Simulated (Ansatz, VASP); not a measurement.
**CdTe: VASP beside Ansatz**

```
CELL_PARAMETERS angstrom
0.00000 3.37623 3.27790
3.37623 0.00000 3.27790
3.37623 3.37623 0.00000
ATOMIC_POSITIONS crystal
Cd 0.00000 0.00000 0.00000
Te 0.75000 0.75000 0.75000
```

Change from the starting cell: strain +0.030 along x and y, +0.000 along z, atoms carried along.

Alike in both runs: task single point; functional r2SCAN; k mesh 8 × 8 × 8; occupations gaussian, width 0.05 eV; no spin polarisation.

```csv
,VASP,Ansatz
version,VASP 6.6.1,Ansatz 0.2.0
potentials or method,"VASP PAW PBE potentials, release 64 (Cd, Te), cutoff 520 eV","scalar-relativistic, plane waves, PAW"
valence electrons in the cell,18,36
```

|  | VASP | Ansatz | Ansatz less VASP |
| --- | --- | --- | --- |
| gap on the k mesh at the Fermi level (eV) | 0.91 | 0.92 | +0.009 |
| least direct gap on the mesh (eV) | 0.91 | 0.92 | +0.009 |
| pressure (GPa) | -2.0 | -2.1 | -0.09 |
| traceless stress, the component that is largest in VASP (GPa) | 0.34 | 0.34 | -0.001 |

VASP's potentials were made for PBE, not for r2SCAN. With one functional, cell and mesh, what is left measures potentials, basis and numerics. VASP's potentials hold 18 valence electrons a cell and Ansatz's 36, so a difference there can come from the potentials and not from the codes.

Neither program's run includes spin-orbit coupling.
